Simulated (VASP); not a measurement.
# Si (P1) in VASP: a series of runs, part 2 of 2

VASP 6.6.1. Earlier steps stand in the parts before.

## (3) Single point, PBE (atom 1 (Si) moved by -0.495 Å along [0 1 0] and +0.000 Å along [0 0 1])

INCAR reads:

```
PREC     = Accurate       # precision mode
ENCUT    = 520            # plane-wave cutoff, eV
EDIFF    = 1E-6           # SCF threshold, eV
ISMEAR   = 0              # smearing method
SIGMA    = 0.05           # smearing width, eV
LREAL    = F              # projectors in reciprocal space
LASPH    = T              # aspherical terms in the spheres
NELM     = 60             # most SCF steps
ALGO     = Normal         # electronic algorithm
ISIF     = 2              # what is computed and relaxed
LWAVE    = F              # write WAVECAR
LCHARG   = F              # write CHGCAR
GGA      = PE             # functional
NBANDS   = 26             # bands
```

KPOINTS reads:

```
regular mesh
0
Gamma
  8 8 8
```

POSCAR reads:

```
Si
1.0
    3.3455832253     -3.3455832253      1.9304179686
    3.3455832253      3.3455832253     -1.9304179686
   -3.3455832253      3.3455832253      5.7912539057
Si
8
Direct
    0.1262943202      0.2832428825      0.0523161874
    0.5893052538      0.3572210152      0.5893052538
    0.4106947462      0.6427789848      0.4106947462
    0.9106947462      0.6427789848      0.9106947462
    0.7320842385      0.0000000000      0.0893052538
    0.2320842386      0.0000000000      0.5893052538
    0.7679157615      0.0000000000      0.4106947462
    0.2679157614      0.0000000000      0.9106947462
```

Potentials or basis: VASP PAW PBE potentials, release 64 (Si).

The run is started by

```console
$ cat potpaw_PBE.64/Si/POTCAR > POTCAR
$ mpirun -np 1 vasp_std > vasp.out
```

OUTCAR:

```text
PREC = Accurate
   ENCUT = 520
   EDIFF = 1E-6
   ISMEAR = 0
   LREAL = F
   LASPH = T
   NELM = 60
   ISIF = 2
   GGA = PE

 ion  position               nearest neighbor table
   1  0.126  0.283  0.052-   8 1.90   5 2.44   4 2.60   3 2.60   4 3.05
   2  0.589  0.357  0.589-   4 2.36   3 2.36   6 2.39   7 2.39
   3  0.411  0.643  0.411-   2 2.36   6 2.39   7 2.39   1 2.60
   4  0.911  0.643  0.911-   2 2.36   8 2.39   5 2.39   1 2.60   1 3.05
   5  0.732  0.000  0.089-   8 2.36   7 2.36   4 2.39   1 2.44
   6  0.232  0.000  0.589-   7 2.36   8 2.36   2 2.39   3 2.39
   7  0.768  0.000  0.411-   6 2.36   5 2.36   3 2.39   2 2.39
   8  0.268  0.000  0.911-   1 1.90   5 2.36   6 2.36   4 2.39

  LATTYP: Found a base centered monoclinic cell.
 ALAT       =     7.7251383550
 B/A-ratio  =     0.8661549015
 C/A-ratio  =     0.9995512727
 COS(beta)  =    -0.4997756363

  Lattice vectors:

 A1 = (   3.3455832253,   3.3455832253,  -1.9304179686)
 A2 = (  -3.3455832253,   3.3455832253,  -1.9304179686)
 A3 = (   0.0000000000,   0.0000000000,   7.7216718743)

Analysis of symmetry for initial positions (statically):
=====================================================================
 Subroutine PRICEL returns:
 Original cell was already a primitive cell.

 Routine SETGRP: Setting up the symmetry group for a
 base centered monoclinic supercell.

 Subroutine GETGRP returns: Found  1 space group operations
 (whereof  1 operations were pure point group operations)
 out of a pool of  4 trial point group operations.

The static configuration has the point symmetry C_1 .

Analysis of symmetry for dynamics (positions and initial velocities):
=====================================================================
 Subroutine PRICEL returns:
 Original cell was already a primitive cell.

 Routine SETGRP: Setting up the symmetry group for a
 base centered monoclinic supercell.
[... 135 lines left out ...]
   IMIX   =      4    mixing-type and parameters
     AMIX     =   0.40;   BMIX     =  1.00
     AMIX_MAG =   1.60;   BMIX_MAG =  1.00
  volume/ion in A,a.u.               =      21.61       145.81
  Fermi-wavevector in a.u.,A,eV,Ry     =   0.933032  1.763175 11.844531  0.870548
  Thomas-Fermi vector in A             =   2.059691
   LORBIT       =      0    0 simple, 1 ext, 2 COOP (PROOUT), +10 PAW based schemes
   GGA     = PE    functional components
   LHFCALC =     F    Hartree Fock is set to
   AEXX    =    0.0000 exact exchange contribution
   IVDW    =     0    specifies the selected vdW correction
   LEPSILON=     F    determine dielectric tensor
   LRPA    =     F    only Hartree local field effects (RPA)
 non-spin polarized calculation
 Gauss-broadening in eV      SIGMA  =   0.05
  energy-cutoff  :      520.00
  volume of cell :      172.86
 maximum number of plane-waves:      4704
 NGX is ok and might be reduce to    40
   NGX = 19   NGY = 19   NGZ = 27

 number of electron      32.0000001 magnetization

 Free energy of the ion-electron system (eV)
  ---------------------------------------------------
  ext. energy  EPLUGINS =         0.00000000
  ---------------------------------------------------
  free energy    TOTEN  =       -40.22487741 eV

  energy without entropy =      -40.22408710  energy(sigma->0) =      -40.22448225

 E-fermi :   5.3361     XC(G=0):  -9.0135

 val. band max:        5.3229955816   @ k =   0.5000  -0.3750   0.5000
 cond. band min:       5.3362395139   @ k =  -0.3750   0.5000   0.5000
 fundamental gap:      0.0132439323
 Fermi energy:         5.3360629389

 k-point     1 :       0.0000    0.0000    0.0000
  band No.  band energies     occupation
      1      -6.8895      2.00000
      2      -5.0812      2.00000
      3      -2.8198      2.00000
      4      -2.5448      2.00000
      5      -2.0695      2.00000
      6      -0.7654      2.00000
[... 685 lines left out ...]
     25       9.0758      0.00000
     26       9.3915      0.00000

 [... further k-points ...]
[... 5 lines left out ...]
  --------------------------------------------------------------------------------------
  -------------------------------------------------------------------------------------
  Total       -1.6426607     16.3910604     -1.8089524     -1.1366343     -0.0062351      0.0032891
  in kB      -15.2255661    151.9261805    -16.7668977    -10.5352857     -0.0577917      0.0304862
  external PRESSURE =      39.9779056 kB  Pullay stress =       0.0000000 kB

 VOLUME and BASIS-vectors are now :
 -----------------------------------------------------------------------------
  energy-cutoff  :      520.00
  volume of cell :      172.86
      direct lattice vectors                 reciprocal lattice vectors
     3.345583225 -3.345583225  1.930417969     0.149450773 -0.074725387  0.129505632
     3.345583225  3.345583225 -1.930417969     0.149450773  0.149450773  0.000000000
    -3.345583225  3.345583225  5.791253906     0.000000000  0.074725387  0.129505632

 POSITION                                       TOTAL-FORCE (eV/Angst)
 -----------------------------------------------------------------------------------
      1.19511      0.70011     -0.00000         0.272700     12.203464     -0.033440
      1.19511      1.19511      3.86084         0.204862      0.062955     -0.009079
      2.15047      2.15047      1.93042        -0.318574     -0.885778     -0.669903
      2.15047      2.15047      5.79125        -0.538216     -0.958319      0.696584
      2.15047     -2.15047      1.93042         0.338875     -0.399277      0.233669
     -1.19511      1.19511      3.86084         0.053424     -0.146108     -0.229719
      1.19511     -1.19511      3.86084         0.010777      0.081158      0.045740
     -2.15047      2.15047      5.79125        -0.023848     -9.958095     -0.033852
 -----------------------------------------------------------------------------------
    total drift:                                0.000041     -0.000021      0.000006

  FREE ENERGIE OF THE ION-ELECTRON SYSTEM (eV)
  ---------------------------------------------------
  free  energy   TOTEN  =       -40.2248774118 eV

  energy  without entropy=      -40.2240870979  energy(sigma->0) =      -40.22448225
```

OSZICAR:

```text
N       E                     dE             d eps       ncg     rms          rms(c)
DAV:   1     0.689394981338E+02    0.68939E+02   -0.11900E+04 13520   0.100E+03
DAV:   2    -0.358257479235E+02   -0.10477E+03   -0.96375E+02 17066   0.146E+02
DAV:   3    -0.412550202494E+02   -0.54293E+01   -0.53179E+01 17946   0.307E+01
DAV:   4    -0.413621067438E+02   -0.10709E+00   -0.10679E+00 17272   0.539E+00
DAV:   5    -0.413650343616E+02   -0.29276E-02   -0.29252E-02 17820   0.854E-01    0.101E+01
DAV:   6    -0.404716969098E+02    0.89334E+00   -0.79826E-01 15444   0.407E+00    0.601E+00
DAV:   7    -0.402231977423E+02    0.24850E+00   -0.10481E+00 16370   0.399E+00    0.124E+00
DAV:   8    -0.402210099145E+02    0.21878E-02   -0.96017E-02 15760   0.158E+00    0.629E-01
DAV:   9    -0.402236285649E+02   -0.26187E-02   -0.12233E-02 17044   0.497E-01    0.206E-01
DAV:  10    -0.402243335784E+02   -0.70501E-03   -0.12336E-03 15846   0.156E-01    0.111E-01
DAV:  11    -0.402248170637E+02   -0.48349E-03   -0.48474E-04 15158   0.100E-01    0.306E-02
DAV:  12    -0.402248629264E+02   -0.45863E-04   -0.56576E-05 17354   0.357E-02    0.166E-02
DAV:  13    -0.402248772660E+02   -0.14340E-04   -0.23072E-05 14726   0.212E-02    0.489E-03
DAV:  14    -0.402248774118E+02   -0.14581E-06   -0.55938E-07 13530   0.413E-03
   1 F= -.40224877E+02 E0= -.40224482E+02  d E =-.790314E-03
```

Wall time 10 min (1 thread of Intel Xeon 6975P-C (Granite Rapids), shared host); peak memory 0.83 GiB.

What came out:

- Free energy: -40.2249 eV
- Pressure: 4.0 GPa
- Largest force: 12.207 eV/Å
- Band gap on the k mesh: zero (bands 16 and 17 overlap by 0.34 eV)

Forces in eV/Å, atoms in the order of the input:
```
Si   0.273 12.203 -0.033
Si   0.205  0.063 -0.009
Si  -0.319 -0.886 -0.670
Si  -0.538 -0.958  0.697
Si   0.339 -0.399  0.234
Si   0.053 -0.146 -0.230
Si   0.011  0.081  0.046
Si  -0.024 -9.958 -0.034
```

Levels at points of the mesh, in eV from the Fermi level:
```tsv
k point	band 14	band 15	band 16	band 17	band 18	band 19
(0.00, 0.00, 0.00)	-1.67	-0.91	-0.75	0.60	1.14	1.42
(0.50, 0.00, 0.00)	-1.92	-1.77	-1.57	0.97	1.17	1.79
(0.00, 0.50, 0.50)	-2.16	-1.66	-1.35	0.88	1.04	2.09
(0.00, 0.50, 0.00)	-1.78	-1.49	-1.05	0.78	1.61	1.80
(0.50, 0.00, 0.50)	-1.76	-1.28	-0.88	0.82	1.30	1.46
(0.50, 0.50, 0.00)	-1.34	-0.95	-0.81	2.06	2.47	2.91
(0.00, 0.00, 0.50)	-2.64	-1.78	-1.52	0.31	0.70	1.59
(0.50, 0.50, 0.50)	-0.49	0.09	0.22	0.46	0.88	2.00
```

Caveat: the cell differs from its parent crystal (atom 1 (Si) moved by -0.495 Å along [0 1 0] and +0.000 Å along [0 0 1]); the stress differs along the axes, from -2 to 15 GPa; semilocal functionals underestimate gaps, and a narrow one can read as zero; forces of over 1 eV/Å act on the atoms, so gaps and moduli don't describe the material at rest.

## (4) Single point, PBE (atom 1 (Si) moved by +0.495 Å along [0 1 0] and +0.000 Å along [0 0 1])

INCAR reads:

```
PREC = Accurate
ENCUT = 520
EDIFF = 1E-7
ISMEAR = 0
SIGMA = 0.05
LREAL = False
LASPH = True
NELM = 80
ALGO = Normal
ISIF = 2
LWAVE = False
LCHARG = True
GGA = PE
LELF = True
LVHAR = True
NBANDS = 26
```

KPOINTS is that of step 3.

POSCAR, as its differences from that of step 3:

```diff
@@ -8,3 +8,3 @@
 Direct
-    0.1262943202      0.2832428825      0.0523161874
+    0.0523161874      0.4311991480      0.1262943202
     0.5893052538      0.3572210152      0.5893052538
```

The run is started by

```console
$ cat potpaw_PBE.64/Si/POTCAR > POTCAR
$ mpirun -np 1 vasp_std > vasp.out
```

It took 13 min on 1 thread of Oxide Virtual Turin-like, shared host; peak memory 0.81 GiB.

It converged, with:

| Property | Result |
| --- | --- |
| Free energy | -41.6609 eV |
| Pressure | 0.7 GPa |
| Largest force | 3.333 eV/Å |
| Band gap on the k mesh | 0.04 eV (least direct gap 0.30 eV) |

Forces in eV/Å, atoms in the order of the input:
```
Si  -1.753 -2.835  0.020
Si  -0.236 -0.066 -0.031
Si   0.747  0.560  1.238
Si   0.914  0.706 -1.228
Si   0.322  0.326 -0.271
Si  -0.028  0.145  0.269
Si  -0.039 -0.040 -0.059
Si   0.071  1.204  0.062
```

Stress tensor (GPa, compression positive):
```
 0.47  0.69  0.01
 0.69 -2.32  0.02
 0.01  0.02  3.81
```

Levels at points of the mesh, in eV from the valence-band top:
| k point | band 13 | band 14 | band 15 | band 16 | band 17 | band 18 | band 19 | band 20 |
| --- | --- | --- | --- | --- | --- | --- | --- | --- |
| (0.00, 0.00, 0.00) | -2.29 | -1.74 | -1.64 | -0.42 | 0.10 | 0.96 | 1.19 | 1.34 |
| (0.50, 0.00, 0.00) | -2.68 | -2.55 | -1.88 | -1.32 | 0.66 | 0.95 | 2.00 | 2.32 |
| (0.00, 0.50, 0.50) | -2.54 | -2.46 | -2.01 | -1.36 | 0.81 | 1.02 | 2.09 | 2.26 |
| (0.00, 0.50, 0.00) | -2.59 | -2.06 | -1.85 | -1.79 | 0.36 | 1.00 | 1.55 | 1.72 |
| (0.50, 0.00, 0.50) | -2.39 | -2.17 | -2.11 | -1.83 | 0.40 | 1.07 | 1.47 | 1.64 |
| (0.50, 0.50, 0.00) | -1.74 | -1.59 | -1.26 | -0.48 | 2.03 | 2.63 | 2.86 | 2.96 |
| (0.00, 0.00, 0.50) | -3.19 | -2.97 | -1.95 | -1.33 | 0.55 | 0.65 | 0.99 | 1.29 |
| (0.50, 0.50, 0.50) | -1.57 | -0.86 | -0.41 | -0.23 | 0.37 | 0.45 | 1.96 | 2.60 |

Caveat: the cell differs from its parent crystal (atom 1 (Si) moved by +0.495 Å along [0 1 0] and +0.000 Å along [0 0 1]); the stress differs along the axes, from -2 to 4 GPa; semilocal functionals underestimate gaps, and a narrow one can read as zero; forces of over 1 eV/Å act on the atoms, so gaps and moduli don't describe the material at rest. A k mesh can miss the band edges.

## (5) Overview

```tsv
cell	gap on the mesh (eV)	pressure (GPa)	largest force (eV/Å)
as given, atomic positions A	none	19.5	47.96
as given, atomic positions B	none	4.0	12.21
as given, atomic positions C	0.04	0.7	3.33
```

Alike in all rows: task single point; level PBE; potentials or basis VASP PAW PBE potentials, release 64 (Si); no spin polarisation; k mesh 8 × 8 × 8; cutoff (eV) 520; smearing gaussian 0.05 eV.

Caveats: forces of over 1 eV/Å act on the atoms, so gaps and moduli don't describe the material at rest; semilocal functionals underestimate gaps, and a narrow one can read as zero (at least some runs); atoms lie so close that the PAW spheres overlap strongly, which falsifies energies and pressures (at least some runs); the stress differs along the axes, from -2 to 54 GPa (at least some runs); the stress differs along the axes, from -2 to 15 GPa (at least some runs); the stress differs along the axes, from -2 to 4 GPa (at least some runs).

Total energies depend on the potentials used, so only differences within one code and one set of settings carry meaning.
